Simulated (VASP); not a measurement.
# Al: single point with r2SCAN

Crystal: Al.

```
Al
1.0
    -1.54348    1.54348    1.63896
     1.54348   -1.54348    1.63896
     1.54348    1.54348   -1.63896
Al
1
Direct
  0.00000 0.00000 0.00000
```

This cell differs from its parent crystal: strain -0.030 along x and y, +0.030 along z.

| Property | Result |
| --- | --- |
| Program | VASP 6.6.1 |
| Task | single point |
| Functional | r2SCAN |
| Potentials or basis | VASP PAW PBE potentials, release 64 (Al) |
| Cutoff | 520 eV |
| k mesh | 20 × 20 × 20 |
| Occupations | gaussian, width 0.15 eV |
| Spin | no spin polarisation |

```yaml
Pressure: 2.9 GPa
```

Stress tensor (GPa, compression positive):
```
1.81 0.00 0.00
0.00 1.81 0.00
0.00 0.00 5.01
```

Levels at points of the mesh, in eV from the Fermi level:
| k point | band 1 | band 2 | band 3 | band 4 | band 5 | band 6 |
| --- | --- | --- | --- | --- | --- | --- |
| (0.00, 0.00, 0.00) | -12.25 | 13.93 | 13.93 | 15.45 | 16.37 | 16.79 |
| (0.50, 0.00, 0.00) | -5.03 | -4.25 | 9.30 | 9.74 | 11.59 | 12.97 |
| (0.50, 0.50, 0.00) | -4.69 | -3.67 | 7.95 | 8.48 | 10.02 | 12.35 |
| (0.50, 0.50, 0.50) | 0.92 | 2.33 | 2.75 | 2.75 | 3.27 | 7.40 |

Wall time 110 s on 1 thread of Intel(R) Xeon(R) Platinum 8488C (Sapphire Rapids) (shared host), peak memory 0.18 GiB.

Caveat: the cell differs from its parent crystal (strain -0.030 along x and y, +0.030 along z); the PAW data sets were made with another functional, which shifts forces and pressure a little.
